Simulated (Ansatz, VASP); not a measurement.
Two plane-wave programs on Si2Mo

```
Si Mo
1.0
    -1.57838    1.57838    3.87738
     1.57838   -1.57838    3.87738
     1.57838    1.57838   -3.87738
Si Mo
2 1
Direct
  0.33300 0.33300 0.00000
  0.66700 0.66700 0.00000
  0.00000 0.00000 0.00000
```

Change from the starting cell: volume scaled by 0.96, PAW files.

Alike in both runs: task electric field gradients; functional PBEsol; k mesh 16 × 16 × 16; occupations fermi-dirac, width 0.08 eV; no spin polarisation.

```csv
,VASP,Ansatz
version,VASP 6.6.1,Ansatz 0.2.0
potentials or method,"VASP PAW PBE potentials, release 64 (Si, Mo_sv)","PAW with Ansatz's default frozen-core files, scalar-relativistic"
plane-wave cutoff (eV),520,420
valence electrons in the cell,22,22
```

```tsv
	VASP	Ansatz	Ansatz less VASP
pressure (GPa)	7.1	6.7	-0.43
rms of the force components (eV/Å)	0.122	0.125	+0.0025
size of Vzz on the site where it differs most (V/Å²)	13.0	12.8	-0.24
```

VASP's potentials were made for PBE, not for PBEsol. Atom by atom the forces differ by 0.002 eV/Å (rms over components).
